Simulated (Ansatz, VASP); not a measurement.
## AgO: VASP beside Ansatz

```xyz
2
Lattice="0.0000 2.3168 2.3168 2.3168 0.0000 2.3168 2.3168 2.3168 0.0000" Properties=species:S:1:pos:R:3 pbc="T T T"
Ag    0.0000    0.0000    0.0000
O     3.4751    3.4751    3.4751
```

Alike in both runs: task single point; functional PBEsol; k mesh 16 × 16 × 16; occupations gaussian, width 0.1 eV; no spin polarisation.

|  | VASP | Ansatz |
| --- | --- | --- |
| version | VASP 6.6.1 | Ansatz 0.2.0 |
| potentials or method | VASP PAW PBE potentials, release 64 (Ag, O), cutoff 520 eV | scalar-relativistic, plane waves, PAW |
| valence electrons in the cell | 17 | 25 |

Ansatz gave:

| Item | Value |
| --- | --- |
| gap on the k mesh at the Fermi level (eV) | none |
| pressure (GPa) | 35.2 |

Task: Estimate VASP's values.

Result: gap on the k mesh at the Fermi level (eV): none; pressure (GPa): 34.9.

VASP's potentials were made for PBE, not for PBEsol. A gap of «none» marks a metal or a gap that the smearing closes. Both programs put the cell under a high pressure, so it lies far from rest at this level. The functional is the same, so the differences come from potentials, cutoffs and numerics. VASP's potentials hold 17 valence electrons a cell and Ansatz's 25, so a difference there can come from the potentials and not from the codes.
